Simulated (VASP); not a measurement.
V: single point with PBE

The system is V, a slab with vacuum.

```
CELL_PARAMETERS angstrom
4.23854 0.00000 0.00000
-2.11927 3.67068 0.00000
0.00000 0.00000 25.00560
ATOMIC_POSITIONS crystal
V 0.83333 0.16667 0.43990
V 0.16667 0.83333 0.47270
V 0.50000 0.50000 0.50000
V 0.83333 0.16667 0.52730
V 0.16667 0.83333 0.56010
```

```yaml
Program: VASP 6.6.1
Task: single point
Functional: PBE
Potentials_or_basis: VASP PAW PBE potentials, release 64 (V_sv)
Cutoff: 400 eV
k_mesh: 9 × 9 × 1
Occupations: fermi-dirac, width 0.05 eV
Spin: no spin polarisation
```

- Largest force: 0.116 eV/Å

Forces on the atoms (eV/Å):
```
V    0.000  0.000 -0.116
V    0.000  0.000 -0.115
V    0.000  0.000  0.000
V    0.000  0.000  0.115
V    0.000  0.000  0.116
```

Levels at points of the mesh, in eV from the Fermi level:
```
           k point  band 31  band 32  band 33  band 34  band 35  band 36
(0.00, 0.00, 0.00)    -0.51    -0.46    -0.46     0.29     0.29     0.90
```

Run time: 3.4 min on 1 thread of Intel(R) Xeon(R) 6975P-C (Granite Rapids), with other jobs on the host, peak memory 0.39 GiB.
